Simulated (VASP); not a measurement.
# BeTe (F-43m) in VASP: notebook

Aim: see how the results for BeTe move with the level of theory and the settings. Levels: LDA, revPBE. Tasks: single point.

Everything below comes from runs of VASP 6.6.1. Logs are shortened: lines on timing, memory, paths and dates and some standing lists are left out, and cuts for length are marked.

## 1. The cell of the first run

The structure is cubic, space group F-43m (No. 216). The conventional cell has a = 5.540 Å, b = 5.540 Å, c = 5.540 Å, α = 90.00°, β = 90.00°, γ = 90.00°. Within 3.2 Å of Be (site symmetry -43m) lie 4 Te at 2.40 Å. Te (site symmetry -43m) has 4 Be at 2.40 Å within 3.2 Å.

## 2. Single point, LDA

The input, INCAR:

```
SYSTEM = BeTe
PREC = Accurate
ENCUT = 600
EDIFF = 1E-6
ISMEAR = 0
SIGMA = 0.05
LREAL = .FALSE.
LASPH = .TRUE.
NELM = 120
ALGO = Normal
ISIF = 2
LWAVE = .FALSE.
LCHARG = .FALSE.
NBANDS = 11
GGA_COMPAT = .FALSE.
```

The input, KPOINTS:

```
Automatic mesh
0
G
  8 8 8
  0 0 0
```

The input, POSCAR:

```
BeTe
1.0
    0.0000000000      2.7700007385      2.7700007385
    2.7700007385      0.0000000000      2.7700007385
    2.7700007385      2.7700007385      0.0000000000
Be Te
1 1
Direct
    0.0000000000      0.0000000000      0.0000000000
    0.7500000000      0.7500000000      0.7500000000
```

Potentials or basis: VASP PAW LDA potentials, release 64 (Be, Te).

Run with:

```console
$ cat potpaw_LDA.64/Be/POTCAR potpaw_LDA.64/Te/POTCAR > POTCAR
$ mpirun -np 1 vasp_std > vasp.out
```

OUTCAR:

```text
SYSTEM = BeTe
   PREC = Accurate
   ENCUT = 600
   EDIFF = 1E-6
   ISMEAR = 0
   LREAL = .FALSE.
   LASPH = .TRUE.
   NELM = 120
   ISIF = 2

 ion  position               nearest neighbor table
   1  0.000  0.000  0.000-   2 2.40   2 2.40   2 2.40   2 2.40
   2  0.750  0.750  0.750-   1 2.40   1 2.40   1 2.40   1 2.40

  LATTYP: Found a face centered cubic cell.
 ALAT       =     5.5400014770

  Lattice vectors:

 A1 = (   0.0000000000,   2.7700007385,   2.7700007385)
 A2 = (   2.7700007385,   0.0000000000,   2.7700007385)
 A3 = (   2.7700007385,   2.7700007385,   0.0000000000)

Analysis of symmetry for initial positions (statically):
=====================================================================
 Subroutine PRICEL returns:
 Original cell was already a primitive cell.

 Routine SETGRP: Setting up the symmetry group for a
 face centered cubic supercell.

 Subroutine GETGRP returns: Found 24 space group operations
 (whereof 24 operations were pure point group operations)
 out of a pool of 48 trial point group operations.

The static configuration has the point symmetry T_d .

Analysis of symmetry for dynamics (positions and initial velocities):
=====================================================================
 Subroutine PRICEL returns:
 Original cell was already a primitive cell.

 Routine SETGRP: Setting up the symmetry group for a
 face centered cubic supercell.

 Subroutine GETGRP returns: Found 24 space group operations
 (whereof 24 operations were pure point group operations)
 out of a pool of 48 trial point group operations.

The dynamic configuration has the point symmetry T_d .

 Subroutine INISYM returns: Found 24 space group operations
 (whereof 24 operations are pure point group operations),
 and found     1 'primitive' translations

----------------------------------------------------------------------------------------

                                     Primitive cell

  volume of cell :      42.5079

  direct lattice vectors                    reciprocal lattice vectors
     0.000000000  2.770000738  2.770000738    -0.180505367  0.180505367  0.180505367
     2.770000738  0.000000000  2.770000738     0.180505367 -0.180505367  0.180505367
     2.770000738  2.770000738  0.000000000     0.180505367  0.180505367 -0.180505367

  length of vectors
     3.917372612  3.917372612  3.917372612     0.312644467  0.312644467  0.312644467

  position of ions in fractional coordinates (direct lattice)
     0.000000000  0.000000000  0.000000000
     0.750000000  0.750000000  0.750000000

  ion indices of the primitive-cell ions
   primitive index   ion index
                 1           1
                 2           2

----------------------------------------------------------------------------------------

 KPOINTS: Automatic mesh

Automatic generation of k-mesh.
 Grid dimensions read from file:
 generate k-points for:    8    8    8

 Generating k-lattice:

  Cartesian coordinates                     Fractional coordinates (reciprocal lattice)
    -0.022563171  0.022563171  0.022563171     0.125000000  0.000000000  0.000000000
     0.022563171 -0.022563171  0.022563171     0.000000000  0.125000000  0.000000000
     0.022563171  0.022563171 -0.022563171     0.000000000  0.000000000  0.125000000

  Length of vectors
     0.039080558  0.039080558  0.039080558

  Shift w.r.t. Gamma in fractional coordinates (k-lattice)
     0.000000000  0.000000000  0.000000000

 Subroutine IBZKPT returns following result:
 ===========================================

 Found     29 irreducible k-points:

 Following reciprocal coordinates:
            Coordinates               Weight
  0.000000  0.000000  0.000000      1.000000
  0.125000  0.000000  0.000000      8.000000
  0.250000  0.000000  0.000000      8.000000
  0.375000  0.000000  0.000000      8.000000
  0.500000  0.000000  0.000000      4.000000
  0.125000  0.125000  0.000000      6.000000
[... 16 lines left out ...]
  0.500000  0.250000  0.125000     48.000000
 -0.375000  0.250000  0.125000     24.000000
 [... further k-points ...]
   k-points           NKPTS =     29   k-points in BZ     NKDIM =     29   number of bands    NBANDS=     11
   number of dos      NEDOS =    301   number of ions     NIONS =      2
   total plane-waves  NPLWV =  32768
   dimension x,y,z NGX =    32 NGY =   32 NGZ =   32
   dimension x,y,z NGXF=    64 NGYF=   64 NGZF=   64
   ions per type =               1   1
   NGX,Y,Z   is equivalent  to a cutoff of  13.58, 13.58, 13.58 a.u.
   NGXF,Y,Z  is equivalent  to a cutoff of  27.16, 27.16, 27.16 a.u.
 SYSTEM =  BeTe
   PREC   = accura    normal or accurate (medium, high low for compatibility)
   ISTART =      0    job   : 0-new  1-cont  2-samecut
   ICHARG =      2    charge: 1-file 2-atom 10-const
   ISPIN  =      1    spin polarized calculation?
   LNONCOLLINEAR =      F non collinear calculations
   LSORBIT =      F    spin-orbit coupling
   LASPH  =      T    aspherical Exc in radial PAW
   ENCUT  =  600.0 eV  44.10 Ry    6.64 a.u.   7.82  7.82  7.82*2*pi/ulx,y,z
   NELM   =    120;   NELMIN=  2; NELMDL= -5     # of ELM steps
   EDIFF  = 0.1E-05   stopping-criterion for ELM
   LREAL  =      F    real-space projection
   EDIFFG = 0.1E-04   stopping-criterion for IOM
   NSW    =      0    number of steps for IOM
   IBRION =     -1    ionic relax: 0-MD 1-quasi-New 2-CG
   NFREE  =      0    steps in history (QN), initial steepest desc. (CG)
   ISIF   =      2    stress and relaxation
   ISYM   =      2    0-nonsym 1-usesym 2-fastsym
   POTIM  = 0.5000    time-step for ionic-motion
   TEBEG  =    0.0;   TEEND  =   0.0 temperature during run
   PSTRESS=    0.0 pullay stress
   NELECT =       8.0000    total number of electrons
   NUPDOWN=      -1.0000    fix difference up-down
   EMIN   =  10.00;   EMAX   =-10.00  energy-range for DOS
   EFERMI =   0.00;   METHOD = LEGACY
   ISMEAR =     0;   SIGMA  =   0.05  broadening in eV -4-tet -1-fermi 0-gaus
   EFERMI_NEDOS =   21; number of points for ismear=-14 and -15
   IALGO  =     38    algorithm
   IMIX   =      4    mixing-type and parameters
     AMIX     =   0.40;   BMIX     =  1.00
     AMIX_MAG =   1.60;   BMIX_MAG =  1.00
  volume/ion in A,a.u.               =      21.25       143.43
  Fermi-wavevector in a.u.,A,eV,Ry     =   0.938170  1.772885 11.975348  0.880163
  Thomas-Fermi vector in A             =   2.065355
   LORBIT       =      0    0 simple, 1 ext, 2 COOP (PROOUT), +10 PAW based schemes
   GGA     = CA    functional components
   LHFCALC =     F    Hartree Fock is set to
   AEXX    =    0.0000 exact exchange contribution
   IVDW    =     0    specifies the selected vdW correction
   LEPSILON=     F    determine dielectric tensor
   LRPA    =     F    only Hartree local field effects (RPA)
 non-spin polarized calculation
 Gauss-broadening in eV      SIGMA  =   0.05
  energy-cutoff  :      600.00
  volume of cell :       42.51
 maximum number of plane-waves:      1433
   NGX = 15   NGY = 15   NGZ = 15

 number of electron       8.0000000 magnetization

 Free energy of the ion-electron system (eV)
  ---------------------------------------------------
  ext. energy  EPLUGINS =         0.00000000
  ---------------------------------------------------
  free energy    TOTEN  =        -8.72543261 eV

  energy without entropy =       -8.72543261  energy(sigma->0) =       -8.72543261

 E-fermi :   5.7949     XC(G=0):  -9.4621

 val. band max:        5.5111920470   @ k =   0.0000   0.0000   0.0000
 cond. band min:       7.2616652540   @ k =   0.5000   0.5000   0.0000
 fundamental gap:      1.7504732070
 Fermi energy:         5.7949274712

 k-point     1 :       0.0000    0.0000    0.0000
  band No.  band energies     occupation
      1      -7.1408      2.00000
      2       5.5112      2.00000
      3       5.5112      2.00000
      4       5.5112      2.00000
      5       9.0532      0.00000
      6       9.0532      0.00000
      7       9.0532      0.00000
      8       9.6020      0.00000
      9      13.7661      0.00000
     10      15.8511      0.00000
     11      15.8511      0.00000

 k-point     2 :       0.1250    0.0000    0.0000
  band No.  band energies     occupation
      1      -6.9833      2.00000
      2       4.1277      2.00000
      3       5.2538      2.00000
      4       5.2538      2.00000
      5       9.0775      0.00000
      6       9.4198      0.00000
      7       9.4198      0.00000
      8      10.8537      0.00000
      9      14.1663      0.00000
     10      14.8252      0.00000
     11      14.8252      0.00000

 k-point     3 :       0.2500    0.0000    0.0000
  band No.  band energies     occupation
      1      -6.5463      2.00000
      2       2.0174      2.00000
      3       4.7821      2.00000
      4       4.7821      2.00000
      5       8.8996      0.00000
      6       9.9680      0.00000
      7       9.9680      0.00000
      8      12.6911      0.00000
      9      14.5049      0.00000
     10      14.5419      0.00000
     11      14.5419      0.00000

 k-point     4 :       0.3750    0.0000    0.0000
  band No.  band energies     occupation
      1      -5.9822      2.00000
      2       0.3385      2.00000
      3       4.4239      2.00000
      4       4.4239      2.00000
      5       8.7523      0.00000
      6      10.0844      0.00000
      7      10.0844      0.00000
      8      13.2212      0.00000
      9      15.4139      0.00000
     10      15.6367      0.00000
     11      15.6367      0.00000
[... 239 lines left out ...]
 k-point    22 :       0.3750    0.2500    0.1250
  band No.  band energies     occupation
      1      -6.1835      2.00000
      2       1.7798      2.00000
      3       3.0972      2.00000
      4       4.1932      2.00000
      5       9.0247      0.00000
      6      10.5079      0.00000
      7      10.7930      0.00000
      8      11.8718      0.00000
      9      14.6925      0.00000
     10      16.0973      0.00000
     11      16.7767      0.00000

 k-point    23 :       0.5000    0.2500    0.1250
  band No.  band energies     occupation
      1      -5.6800      2.00000
      2       0.6488      2.00000
      3       2.5464      2.00000
      4       3.6989      2.00000
      5       9.4878      0.00000
      6      10.2104      0.00000
      7      11.4583      0.00000
      8      12.5056      0.00000
      9      15.3877      0.00000
     10      15.9505      0.00000
     11      17.8400      0.00000

 k-point    24 :      -0.3750    0.2500    0.1250
  band No.  band energies     occupation
      1      -5.4219      2.00000
      2       0.1116      2.00000
      3       2.4415      2.00000
      4       3.4564      2.00000
      5       9.6269      0.00000
      6       9.9245      0.00000
      7      12.2834      0.00000
      8      13.3429      0.00000
      9      14.0023      0.00000
     10      17.1086      0.00000
     11      17.4763      0.00000

 [... further k-points ...]
[... 5 lines left out ...]
  --------------------------------------------------------------------------------------
  -------------------------------------------------------------------------------------
  Total        0.2115641      0.2115641      0.2115641      0.0000000     -0.0000000      0.0000000
  in kB        7.9741238      7.9741238      7.9741238      0.0000000     -0.0000000      0.0000000
  external PRESSURE =       7.9741238 kB  Pullay stress =       0.0000000 kB

 VOLUME and BASIS-vectors are now :
 -----------------------------------------------------------------------------
  energy-cutoff  :      600.00
  volume of cell :       42.51
      direct lattice vectors                 reciprocal lattice vectors
     0.000000000  2.770000738  2.770000738    -0.180505367  0.180505367  0.180505367
     2.770000738  0.000000000  2.770000738     0.180505367 -0.180505367  0.180505367
     2.770000738  2.770000738  0.000000000     0.180505367  0.180505367 -0.180505367

 POSITION                                       TOTAL-FORCE (eV/Angst)
 -----------------------------------------------------------------------------------
      0.00000      0.00000      0.00000         0.000000      0.000000     -0.000000
      4.15500      4.15500      4.15500        -0.000000     -0.000000      0.000000
 -----------------------------------------------------------------------------------
    total drift:                               -0.000000     -0.000000     -0.000000

  FREE ENERGIE OF THE ION-ELECTRON SYSTEM (eV)
  ---------------------------------------------------
  free  energy   TOTEN  =        -8.7254326084 eV

  energy  without entropy=       -8.7254326084  energy(sigma->0) =       -8.72543261
```

Run time: 6 s. Hardware: 1 thread of Intel Xeon 6975P-C (Granite Rapids), shared host; peak memory 0.15 GiB.

What came out:

* Free energy: -8.7254 eV
* Pressure: 0.8 GPa
* Band gap on the k mesh: 1.75 eV, indirect (least direct gap 3.54 eV)

Caveat: spin-orbit coupling is left out, which moves the levels of the heavy elements.

## 3. Single point, revPBE

This run uses another cell than the first one, of 23.21 Å³/atom, 1.092 times its volume.

The input, INCAR:

```
SYSTEM = BeTe
PREC     = Accurate       ! precision mode
ENCUT    = 600            ! plane-wave cutoff, eV
EDIFF    = 1E-6           ! SCF threshold, eV
ISMEAR   = 0              ! smearing method
SIGMA    = 0.05           ! smearing width, eV
LREAL    = .FALSE.        ! projectors in reciprocal space
LASPH    = .TRUE.         ! aspherical terms in the spheres
NELM     = 120            ! most SCF steps
ALGO     = Normal         ! electronic algorithm
ISIF     = 2              ! what is computed and relaxed
LWAVE    = .FALSE.        ! write WAVECAR
LCHARG   = .FALSE.        ! write CHGCAR
GGA      = RE             ! functional
NBANDS   = 11             ! bands
GGA_COMPAT= .FALSE.
```

The input, KPOINTS:

```
regular mesh
0
G
  8 8 8
  0 0 0
```

The input, POSCAR:

```
BeTe
1.0
    0.0000000000      2.8524099085      2.8524099085
    2.8524099085      0.0000000000      2.8524099085
    2.8524099085      2.8524099085      0.0000000000
Be Te
1 1
Direct
    0.0000000000      0.0000000000      0.0000000000
    0.7500000000      0.7500000000      0.7500000000
```

Potentials or basis: VASP PAW PBE potentials, release 64 (Be, Te).

Run with:

```console
$ cat potpaw_PBE.64/Be/POTCAR potpaw_PBE.64/Te/POTCAR > POTCAR
$ mpirun -np 1 vasp_std > vasp.out
```

It took 8.3 s on 1 thread of AMD EPYC 9R45 (Zen 5), shared host; peak memory 0.15 GiB.

The run converged. Its results:

```yaml
Free_energy: -7.1239 eV
Pressure: 0.1 GPa
Band_gap_on_the_k_mesh: 2.14 eV, indirect (least direct gap 3.61 eV)
```

Levels at points of the mesh, in eV from the valence-band top:
| k point | band 2 | band 3 | band 4 | band 5 | band 6 | band 7 |
| --- | --- | --- | --- | --- | --- | --- |
| (0.00, 0.00, 0.00) | 0.00 | 0.00 | 0.00 | 3.61 | 3.66 | 3.66 |
| (0.50, 0.00, 0.00) | -5.29 | -1.07 | -1.07 | 3.01 | 4.63 | 4.63 |
| (0.50, 0.50, 0.00) | -4.91 | -2.50 | -2.50 | 2.14 | 2.75 | 9.51 |

Caveat: the PAW data sets were made with another functional, which shifts forces and pressure a little; spin-orbit coupling is left out, which moves the levels of the heavy elements.

## 4. Single point, revPBE (volume scaled by 1.02)

The input, INCAR:

```
SYSTEM = BeTe
ALGO = Normal ; EDIFF = 1E-6
ENCUT = 600 ; GGA = RE
GGA_COMPAT = .False. ; ISIF = 2
ISMEAR = 0 ; LASPH = .True.
LCHARG = .False. ; LREAL = .False.
LWAVE = .False. ; NBANDS = 11
NELM = 120 ; PREC = Accurate
SIGMA = 0.05
```

The input, KPOINTS:

```
k-points
0
Gamma
  8 8 8
  0 0 0
```

The input, POSCAR:

```
BeTe
1.0
    0.0000000000      2.8713005909      2.8713005909
    2.8713005909      0.0000000000      2.8713005909
    2.8713005909      2.8713005909      0.0000000000
Be Te
1 1
Direct
    0.0000000000      0.0000000000      0.0000000000
    0.7500000000      0.7500000000      0.7500000000
```

Run with:

```console
$ cat potpaw_PBE.64/Be/POTCAR potpaw_PBE.64/Te/POTCAR > POTCAR
$ mpirun -np 1 vasp_std > vasp.out
```

Run time: 8.6 s. Hardware: 1 thread of AMD EPYC 9R45 (Zen 5), shared host; peak memory 0.15 GiB.

Results (log left out):

```
Free energy            : -7.1214 eV
Pressure               : -0.9 GPa
Band gap on the k mesh : 2.18 eV, indirect (least direct gap 3.47 eV)
```

Levels at points of the mesh, in eV from the valence-band top:
```
           k point  band 1  band 2  band 3  band 4  band 5  band 6  band 7  band 8
(0.00, 0.00, 0.00)  -11.91    0.00    0.00    0.00    3.47    3.68    3.68    3.68
(0.50, 0.00, 0.00)  -10.71   -5.17   -1.04   -1.04    2.96    4.64    4.64    7.94
(0.50, 0.50, 0.00)  -10.27   -4.81   -2.43   -2.43    2.18    2.77    9.39    9.39
```

Caveat: the cell differs from its parent crystal (volume scaled by 1.02); the PAW data sets were made with another functional, which shifts forces and pressure a little; spin-orbit coupling is left out, which moves the levels of the heavy elements.

## 5. The runs side by side

```csv
level,potentials or basis,cell,gap on the mesh (eV),pressure (GPa)
LDA,"VASP PAW LDA potentials, release 64 (Be, Te)","a = 3.917 Å, angles 60.0°, 2 atoms",1.75,0.8
revPBE,"VASP PAW PBE potentials, release 64 (Be, Te)","a = 4.034 Å, angles 60.0°, 2 atoms",2.14,0.1
revPBE,"VASP PAW PBE potentials, release 64 (Be, Te)","a = 4.061 Å, angles 60.0°, 2 atoms",2.18,-0.9
```

Alike in all rows: task single point; no spin polarisation; k mesh 8 × 8 × 8; cutoff (eV) 600; smearing gaussian 0.05 eV.

Caveats: spin-orbit coupling is left out, which moves the levels of the heavy elements; the PAW data sets were made with another functional, which shifts forces and pressure a little (some runs).

Total energies depend on the potentials used, so only differences within one code and one set of settings carry meaning.
